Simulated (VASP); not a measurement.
Input of a VASP 6.6.1 run:

Contents of INCAR:

```
  PREC = Accurate
  ENCUT = 520
  EDIFF = 1E-7
  ISMEAR = -1
  SIGMA = 0.05
  LREAL = False
  LASPH = True
  NELM = 80
  ALGO = Normal
  ISIF = 2
  LWAVE = False
  LCHARG = False
  GGA = PE
  NBANDS = 17
```

KPOINTS

```
Automatic mesh
0
Gamma
  15 15 8
```

File POSCAR:

```
Pt
1.0
    2.5800685010      0.0000000000      0.0000000000
   -1.2900342505      2.2344048653      0.0000000000
    0.0000000000      0.0000000000      4.3742260750
Pt
2
Direct
    0.3333333333      0.6666666667      0.2500000000
    0.6666666667      0.3333333333      0.7500000000
```

Potentials or basis: VASP PAW PBE potentials, release 64 (Pt).

Run with:

```sh
$ cat potpaw_PBE.64/Pt/POTCAR > POTCAR
$ mpirun -np 1 vasp_std > vasp.out
```

(1) Estimate the pressure.

(2) Predict the band gap on the k mesh.

## Answers

(1) 97.4 GPa.

(2) zero (band 10 reaches 15.64 eV, above the bottom of band 11 at 13.87 eV).

Caveat: spin-orbit coupling is left out, which moves the levels of the heavy elements.
